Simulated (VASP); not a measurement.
# Sr4Al8Ge8H (a cell with a defect) in VASP: single point with PBEsol

Aim: the single point of Sr4Al8Ge8H (a cell with a defect) with PBEsol.

Program: VASP 6.6.1. These are calculated values, not measurements. Logs are shortened: lines on timing, memory, paths and dates and some standing lists are left out, and cuts for length are marked.

## (1) The cell of the first run

The cell holds a defect, 21 atoms: a = 8.456 Å, b = 7.323 Å, c = 7.471 Å, α = 90.00°, β = 90.00°, γ = 90.00°.

## (2) Single point, PBEsol

Contents of INCAR:

```
  PREC = Accurate
  ENCUT = 520
  EDIFF = 1E-6
  ISMEAR = 0
  SIGMA = 0.1
  LREAL = Auto
  LASPH = T
  NELM = 80
  ALGO = Normal
  ISIF = 2
  LWAVE = F
  LCHARG = F
  GGA = PS
  NBANDS = 104
```

Contents of KPOINTS:

```
regular mesh
0
Gamma
  2 2 2
```

Contents of POSCAR:

```
Sr4Al8Ge8H
1.0
   -4.2279640000     -7.3230480000      0.0000000000
    6.3419450000     -3.6615240000      0.0000000000
    0.0000000000      0.0000000000      7.4707450000
Sr Al Ge H
4 8 8 1
Direct
    0.7441703254      0.4999145129      0.0003110801
    0.4998281027      0.0000106000     -0.0001879331
    0.2498147916      0.4997993432      0.0005380989
   -0.0000206515      0.0006918518      0.0020462484
    0.5030396039      0.6594652486      0.3753341869
    0.5008677551      0.3384649090      0.6248892179
    0.2298259660      0.1511339046      0.3852385539
    0.2321389373      0.8474622643      0.6152328851
    0.0022334758      0.6772991654      0.3792540101
    0.0005020047      0.3290440800      0.6229145821
    0.7482494914      0.1644569470      0.3776057140
    0.7476091043      0.8357969643      0.6231163023
    0.4922337964      0.6754354967      0.7224750677
    0.4921974047      0.3228668663      0.2781379903
    0.2543419822      0.1735538142      0.7336783681
    0.2583807962      0.8254784147      0.2665653827
   -0.0051190853      0.6644327082      0.7292880429
   -0.0052012552      0.3390804052      0.2732727459
    0.7497710096      0.1679803021      0.7282902843
    0.7499862508      0.8320742089      0.2722553105
    1.0488810327     -0.0015977360      0.4905619185
```

Potentials or basis: VASP PAW PBE potentials, release 64 (Sr_sv, Al, Ge_d, H).

Launch:

```bash
$ cat potpaw_PBE.64/Sr_sv/POTCAR potpaw_PBE.64/Al/POTCAR potpaw_PBE.64/Ge_d/POTCAR potpaw_PBE.64/H/POTCAR > POTCAR
$ mpirun -np 1 vasp_std > vasp.out
```

OUTCAR:

```text
PREC = Accurate
   ENCUT = 520
   EDIFF = 1E-6
   ISMEAR = 0
   LREAL = Auto
   LASPH = T
   NELM = 80
   ISIF = 2
   GGA = PS

 ion  position               nearest neighbor table
   1  0.744  0.500  0.000-  18 3.17  19 3.17  17 3.17  20 3.17  13 3.24  14 3.24   5 3.66   6 3.67
                            11 3.74  12 3.74  10 3.77   9 3.80   3 4.18   2 4.20   2 4.20   4 4.25
   2  0.500  0.000  1.000-  16 3.13  15 3.14  14 3.15  13 3.15  19 3.18  20 3.18  12 3.71  11 3.72
                             6 3.74   5 3.75   8 3.82   7 3.84   1 4.20   1 4.20   3 4.23   4 4.23
   3  0.250  0.500  0.001-  16 3.11  15 3.11  13 3.19  14 3.19  18 3.19  17 3.19   6 3.71   5 3.71
                            10 3.74   9 3.75   8 3.85   7 3.85   1 4.18   4 4.22   2 4.23   2 4.23
   4  1.000  0.001  0.002-  20 3.17  19 3.19  17 3.20  18 3.20  15 3.20  16 3.21   7 3.63   8 3.67
                             9 3.68  10 3.72  11 3.72  12 3.75   3 4.22   2 4.23   2 4.23   3 4.23
   5  0.503  0.659  0.375-  16 2.53  20 2.56  14 2.57  13 2.60   6 3.00  12 3.06   8 3.22   1 3.66
                             3 3.71   2 3.75
   6  0.501  0.338  0.625-  15 2.54  19 2.57  13 2.57  14 2.59   5 3.00  11 3.07   7 3.22   1 3.67
                             3 3.71   2 3.74
   7  0.230  0.151  0.385-  21 2.05  16 2.56  18 2.56  15 2.62  14 2.67   8 2.81  10 2.93   6 3.22
                             4 3.63   2 3.84   3 3.85
   8  0.232  0.847  0.615-  21 2.12  15 2.55  17 2.56  16 2.62  13 2.66   7 2.81   9 2.91   5 3.22
                             4 3.67   2 3.82   3 3.85
   9  0.002  0.677  0.379-  20 2.54  16 2.56  18 2.60  17 2.62   8 2.91  12 3.05  10 3.13   4 3.68
                             3 3.75   1 3.80
  10  0.001  0.329  0.623-  19 2.55  15 2.57  17 2.58  18 2.61   7 2.93  11 3.06   9 3.13   4 3.72
                             3 3.74   1 3.77
  11  0.748  0.164  0.378-  20 2.56  14 2.57  18 2.57  19 2.62  12 3.03  10 3.06   6 3.07   2 3.72
                             4 3.72   1 3.74
  12  0.748  0.836  0.623-  19 2.56  17 2.56  13 2.57  20 2.62  11 3.03   9 3.05   5 3.06   2 3.71
                             1 3.74   4 3.75
  13  0.492  0.675  0.722-  12 2.57   6 2.57   5 2.60   8 2.66   2 3.15   3 3.19   1 3.24
  14  0.492  0.323  0.278-  11 2.57   5 2.57   6 2.59   7 2.67   2 3.15   3 3.19   1 3.24
  15  0.254  0.174  0.734-   6 2.54   8 2.55  10 2.57   7 2.62   3 3.11   2 3.14   4 3.20
  16  0.258  0.825  0.267-   5 2.53   7 2.56   9 2.56   8 2.62   3 3.11   2 3.13   4 3.21
  17  0.995  0.664  0.729-   8 2.56  12 2.56  10 2.58   9 2.62   1 3.17   3 3.19   4 3.20
  18  0.995  0.339  0.273-   7 2.56  11 2.57   9 2.60  10 2.61   1 3.17   3 3.19   4 3.20
  19  0.750  0.168  0.728-  10 2.55  12 2.56   6 2.57  11 2.62   1 3.17   2 3.18   4 3.19
  20  0.750  0.832  0.272-   9 2.54  11 2.56   5 2.56  12 2.62   1 3.17   4 3.17   2 3.18
  21  0.049  0.998  0.491-   7 2.05   8 2.12

  LATTYP: Found a simple orthorhombic cell.
 ALAT       =     7.3230474794
 B/A-ratio  =     1.0201688602
 C/A-ratio  =     1.1547006386

  Lattice vectors:

 A1 = (   6.3419450000,  -3.6615240000,   0.0000000000)
 A2 = (   0.0000000000,   0.0000000000,   7.4707450000)
 A3 = (  -4.2279640000,  -7.3230480000,   0.0000000000)

Analysis of symmetry for initial positions (statically):
=====================================================================
 Subroutine PRICEL returns:
 Original cell was already a primitive cell.

 Routine SETGRP: Setting up the symmetry group for a
 simple orthorhombic supercell.

 Subroutine GETGRP returns: Found  1 space group operations
 (whereof  1 operations were pure point group operations)
 out of a pool of  8 trial point group operations.

The static configuration has the point symmetry C_1 .

Analysis of symmetry for dynamics (positions and initial velocities):
=====================================================================
 Subroutine PRICEL returns:
 Original cell was already a primitive cell.

 Routine SETGRP: Setting up the symmetry group for a
 simple orthorhombic supercell.

 Subroutine GETGRP returns: Found  1 space group operations
 (whereof  1 operations were pure point group operations)
 out of a pool of  8 trial point group operations.

The dynamic configuration has the point symmetry C_1 .

 Subroutine INISYM returns: Found  1 space group operations
 (whereof  1 operations are pure point group operations),
 and found     1 'primitive' translations

----------------------------------------------------------------------------------------

                                     Primitive cell

  volume of cell :     462.6121

  direct lattice vectors                    reciprocal lattice vectors
    -4.227964000 -7.323048000  0.000000000    -0.059130123 -0.102416367  0.000000000
     6.341945000 -3.661524000  0.000000000     0.118260245 -0.068277589  0.000000000
     0.000000000  0.000000000  7.470745000     0.000000000  0.000000000  0.133855459

  length of vectors
     8.455927601  7.323047479  7.470745000     0.118260237  0.136555171  0.133855459

  position of ions in fractional coordinates (direct lattice)
     0.744170325  0.499914513  0.000311080
     0.499828103  0.000010600  0.999812067
     0.249814792  0.499799343  0.000538099
     0.999979348  0.000691852  0.002046248
     0.503039604  0.659465249  0.375334187
     0.500867755  0.338464909  0.624889218
[... 13 lines left out ...]
     0.749986251  0.832074209  0.272255311
     0.048881033  0.998402264  0.490561918

  ion indices of the primitive-cell ions
   primitive index   ion index
                 1           1
                 2           2
                 3           3
                 4           4
                 5           5
                 6           6
[... 13 lines left out ...]
                20          20
                21          21

----------------------------------------------------------------------------------------

 KPOINTS: regular mesh

Automatic generation of k-mesh.
 Grid dimensions read from file:
 generate k-points for:    2    2    2

 Generating k-lattice:

  Cartesian coordinates                     Fractional coordinates (reciprocal lattice)
    -0.029565061 -0.051208183  0.000000000     0.500000000  0.000000000  0.000000000
     0.059130123 -0.034138794  0.000000000     0.000000000  0.500000000  0.000000000
     0.000000000  0.000000000  0.066927729     0.000000000  0.000000000  0.500000000

  Length of vectors
     0.059130118  0.068277585  0.066927729

  Shift w.r.t. Gamma in fractional coordinates (k-lattice)
     0.000000000  0.000000000  0.000000000

 Subroutine IBZKPT returns following result:
 ===========================================

 Found      8 irreducible k-points:

 Following reciprocal coordinates:
            Coordinates               Weight
  0.000000  0.000000  0.000000      1.000000
  0.500000  0.000000  0.000000      1.000000
  0.000000  0.500000  0.000000      1.000000
  0.500000  0.500000  0.000000      1.000000
  0.000000  0.000000  0.500000      1.000000
  0.500000  0.000000  0.500000      1.000000
  0.000000  0.500000  0.500000      1.000000
  0.500000  0.500000  0.500000      1.000000
   k-points           NKPTS =      8   k-points in BZ     NKDIM =      8   number of bands    NBANDS=    104
   number of dos      NEDOS =    301   number of ions     NIONS =     21
   total plane-waves  NPLWV = 193536
   dimension x,y,z NGX =    64 NGY =   54 NGZ =   56
   dimension x,y,z NGXF=   128 NGYF=  108 NGZF=  112
   ions per type =               4   8   8   1
   NGX,Y,Z   is equivalent  to a cutoff of  12.58, 12.26, 12.46 a.u.
   NGXF,Y,Z  is equivalent  to a cutoff of  25.17, 24.52, 24.92 a.u.
 SYSTEM =  unknown system
   PREC   = accura    normal or accurate (medium, high low for compatibility)
   ISTART =      0    job   : 0-new  1-cont  2-samecut
   ICHARG =      2    charge: 1-file 2-atom 10-const
   ISPIN  =      1    spin polarized calculation?
   LNONCOLLINEAR =      F non collinear calculations
   LSORBIT =      F    spin-orbit coupling
   LASPH  =      T    aspherical Exc in radial PAW
   ENCUT  =  520.0 eV  38.22 Ry    6.18 a.u.  15.72 13.62 13.89*2*pi/ulx,y,z
   NELM   =     80;   NELMIN=  2; NELMDL= -5     # of ELM steps
   EDIFF  = 0.1E-05   stopping-criterion for ELM
   LREAL  =      T    real-space projection
   EDIFFG = 0.1E-04   stopping-criterion for IOM
   NSW    =      0    number of steps for IOM
[... 5 lines left out ...]
   TEBEG  =    0.0;   TEEND  =   0.0 temperature during run
   PSTRESS=    0.0 pullay stress
   NELECT =     177.0000    total number of electrons
   NUPDOWN=      -1.0000    fix difference up-down
   EMIN   =  10.00;   EMAX   =-10.00  energy-range for DOS
   EFERMI =   0.00;   METHOD = LEGACY
   ISMEAR =     0;   SIGMA  =   0.10  broadening in eV -4-tet -1-fermi 0-gaus
   EFERMI_NEDOS =   21; number of points for ismear=-14 and -15
   IALGO  =     38    algorithm
   IMIX   =      4    mixing-type and parameters
     AMIX     =   0.40;   BMIX     =  1.00
     AMIX_MAG =   1.60;   BMIX_MAG =  1.00
  volume/ion in A,a.u.               =      22.03       148.66
  Fermi-wavevector in a.u.,A,eV,Ry     =   1.188485  2.245910 19.218172  1.412496
  Thomas-Fermi vector in A             =   2.324613
   LORBIT       =      0    0 simple, 1 ext, 2 COOP (PROOUT), +10 PAW based schemes
   GGA     = PS    functional components
   LHFCALC =     F    Hartree Fock is set to
   AEXX    =    0.0000 exact exchange contribution
   IVDW    =     0    specifies the selected vdW correction
   LEPSILON=     F    determine dielectric tensor
   LRPA    =     F    only Hartree local field effects (RPA)
 non-spin polarized calculation
 Gauss-broadening in eV      SIGMA  =   0.10
  energy-cutoff  :      520.00
  volume of cell :      462.61
 maximum number of plane-waves:     12488
 NGX is ok and might be reduce to    64
   NGX = 31   NGY = 27   NGZ = 27

 number of electron     176.9999983 magnetization

 Free energy of the ion-electron system (eV)
  ---------------------------------------------------
  ext. energy  EPLUGINS =         0.00000000
  ---------------------------------------------------
  free energy    TOTEN  =       -89.83936172 eV

  energy without entropy =      -89.81158775  energy(sigma->0) =      -89.82547474

 E-fermi :   4.6131     XC(G=0):  -9.7634

 val. band max:        4.6064816120   @ k =   0.0000   0.0000   0.0000
 cond. band min:       4.7108063082   @ k =   0.5000   0.0000   0.5000
 fundamental gap:      0.1043246962
 Fermi energy:         4.6131048465

 k-point     1 :       0.0000    0.0000    0.0000
  band No.  band energies     occupation
      1     -30.5466      2.00000
      2     -30.5233      2.00000
      3     -30.4994      2.00000
      4     -30.4858      2.00000
      5     -19.0548      2.00000
      6     -19.0539      2.00000
[... 92 lines left out ...]
     99       7.3079      0.00000
    100       7.3328      0.00000

 k-point     2 :       0.5000    0.0000    0.0000
  band No.  band energies     occupation
      1     -30.5463      2.00000
      2     -30.5232      2.00000
      3     -30.4998      2.00000
      4     -30.4858      2.00000
      5     -19.0547      2.00000
      6     -19.0538      2.00000
[... 607 lines left out ...]
     99       6.7107      0.00000
    100       6.7955      0.00000

 k-point     8 :       0.5000    0.5000    0.5000
  band No.  band energies     occupation
      1     -30.5458      2.00000
      2     -30.5232      2.00000
      3     -30.4995      2.00000
      4     -30.4868      2.00000
      5     -19.0549      2.00000
      6     -19.0542      2.00000
[... 92 lines left out ...]
     99       6.8051      0.00000
    100       6.8712      0.00000
 [bands above 100 left out]

------------------------ aborting loop because EDIFF is reached ----------------------------------------

  FORCE on cell =-STRESS in cart. coord.  units (eV):
  Direction    XX          YY          ZZ          XY          YZ          ZX
  --------------------------------------------------------------------------------------
  -------------------------------------------------------------------------------------
  Total       -1.5339199     -0.2327771     -5.6673755      1.4780289     -0.4410912      0.8029811
  in kB       -5.3124672     -0.8061832    -19.6279777      5.1188983     -1.5276434      2.7809865
  external PRESSURE =      -8.5822093 kB  Pullay stress =       0.0000000 kB

 VOLUME and BASIS-vectors are now :
 -----------------------------------------------------------------------------
  energy-cutoff  :      520.00
  volume of cell :      462.61
      direct lattice vectors                 reciprocal lattice vectors
    -4.227964000 -7.323048000  0.000000000    -0.059130123 -0.102416367  0.000000000
     6.341945000 -3.661524000  0.000000000     0.118260245 -0.068277589  0.000000000
     0.000000000  0.000000000  7.470745000     0.000000000  0.000000000  0.133855459

 POSITION                                       TOTAL-FORCE (eV/Angst)
 -----------------------------------------------------------------------------------
      0.02410     -7.28004      0.00232         0.005418      0.000473      0.000446
     -2.11319     -3.66030      7.46934        -0.001842     -0.001562     -0.000213
      2.11349     -3.65943      0.00402        -0.001543     -0.001712      0.002074
     -4.22349     -7.32543      0.01529        -0.001144      0.002167     -0.007579
      2.05546     -6.09843      2.80403         0.004071      0.002407     -0.001461
      0.02887     -4.90718      4.66839         0.001396      0.003321      0.001947
[... 13 lines left out ...]
      2.10605     -8.53884      2.03395         0.009117      0.005365      0.009060
      6.12514     -4.01363      3.66486         0.001740     -0.003378     -0.001026
 -----------------------------------------------------------------------------------
    total drift:                                0.000277      0.003857     -0.003402

  FREE ENERGIE OF THE ION-ELECTRON SYSTEM (eV)
  ---------------------------------------------------
  free  energy   TOTEN  =       -89.8393617231 eV

  energy  without entropy=      -89.8115877517  energy(sigma->0) =      -89.82547474
```

Run time: 6.3 min. Hardware: 1 thread of Intel Xeon 6975P-C (Granite Rapids), shared host; peak memory 0.59 GiB.

Results:

* Free energy: -89.8394 eV
* Pressure: -0.9 GPa
* Largest force: 0.019 eV/Å
* Band gap on the k mesh: zero (an odd number of electrons rules out a gap without spin polarisation)

Forces in eV/Å, atoms in the order of the input:
```
Sr   0.005  0.000  0.000
Sr  -0.002 -0.002  0.000
Sr  -0.002 -0.002  0.002
Sr  -0.001  0.002 -0.008
Al   0.004  0.002 -0.001
Al   0.001  0.003  0.002
Al  -0.003  0.019  0.003
Al  -0.009 -0.009  0.005
Al  -0.010  0.009 -0.008
Al  -0.014  0.003  0.000
Al  -0.006  0.000  0.000
Al   0.003 -0.010  0.000
Ge  -0.001  0.001 -0.011
Ge   0.000  0.001  0.013
Ge  -0.001 -0.006 -0.003
Ge   0.010  0.004  0.012
Ge   0.009 -0.008 -0.015
Ge   0.009 -0.004  0.011
Ge  -0.005 -0.007 -0.011
Ge   0.009  0.005  0.009
H    0.002 -0.003 -0.001
```

Caveat: the k points lie up to 0.43 Å⁻¹ apart, too coarse for converged energies and pressures of a metal; the PAW data sets were made with another functional, which shifts forces and pressure a little; an odd number of electrons without spin polarisation forces a metal; a magnetic or distorted state may lie lower.

The gap in the log of VASP goes by the Fermi energy; the results here count the filled bands.